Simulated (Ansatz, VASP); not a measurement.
## Two plane-wave programs on FeBr4

```
CELL_PARAMETERS angstrom
-3.63684 3.63684 3.63684
3.63684 -3.63684 3.63684
3.63684 3.63684 -3.63684
ATOMIC_POSITIONS crystal
Fe 0.00000 0.00000 0.00000
Br 0.63778 0.00000 0.00000
Br 0.00000 0.00000 0.63778
Br 0.00000 0.63778 0.00000
Br 0.36222 0.36222 0.36222
```

Alike in both runs: functional PBE; k mesh 3 × 3 × 3; occupations gaussian, width 0.15 eV; collinear spin.

Ansatz relaxed the structure, and its values are those at the end. VASP's run is a single point on that final structure, the one shown.

|  | VASP | Ansatz |
| --- | --- | --- |
| version | VASP 6.6.1 | Ansatz 0.2.0 |
| potentials or method | VASP PAW PBE potentials, release 64 (Fe, Br), cutoff 520 eV | scalar-relativistic, plane waves, PAW |
| valence electrons in the cell | 36 | 44 |

Ansatz gave:

| Item | Value |
| --- | --- |
| gap on the k mesh at the Fermi level (eV) | none |
| pressure (GPa) | 0.5 |
| rms of the force components (eV/Å) | 0.019 |
| net moment per atom (μB) | 0.80 |
| size of the moment on the site where the two differ most (μB) | 3.08 |

Q: What did VASP give for the same quantities?

A: gap on the k mesh at the Fermi level (eV): none; pressure (GPa): 0.5; rms of the force components (eV/Å): 0.016; net moment per atom (μB): 0.80; size of the moment on the site where the two differ most (μB): 3.15.

Site moments also hang on the region over which each program counts them. A gap of «none» marks a metal or a gap that the smearing closes. VASP's potentials hold 36 valence electrons a cell and Ansatz's 44, so a difference there can come from the potentials and not from the codes.

The k mesh is coarse, so the values compare programs but aren't converged.
